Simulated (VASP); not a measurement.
A run of VASP 6.6.1 is set up as follows.

File INCAR:

```
PREC = Accurate
ENCUT = 520
EDIFF = 1E-6
ISMEAR = -1
SIGMA = 0.15
LREAL = F
LASPH = T
NELM = 100
ALGO = Normal
ISIF = 2
LWAVE = F
LCHARG = T
LELF = T
LVHAR = T
NBANDS = 17
```

Contents of KPOINTS:

```
Automatic mesh
0
Gamma
  5 5 5
```

POSCAR

```
Mg3Zr
1.0
    4.5576382201      0.0000000000      0.0000000000
    0.0000000000      4.5576382201      0.0000000000
    0.0000000000      0.0000000000      4.5576382201
Mg Zr
3 1
Direct
    0.5000000000      0.5000000000      0.0000000000
    0.5000000000      0.0000000000      0.5000000000
    0.0000000000      0.5000000000      0.5000000000
    0.0000000000      0.0000000000      0.0000000000
```

Potentials or basis: VASP PAW LDA potentials, release 64 (Mg, Zr_sv).

Command:

```sh
$ cat potpaw_LDA.64/Mg/POTCAR potpaw_LDA.64/Zr_sv/POTCAR > POTCAR
$ mpirun -np 1 vasp_std > vasp.out
```

Task: What does it give for the band gap on the k mesh?

Result: Zero (band 9 reaches 4.21 eV, above the bottom of band 10 at 3.01 eV).

Task: What does it give for the pressure?

Result: -6.2 GPa.
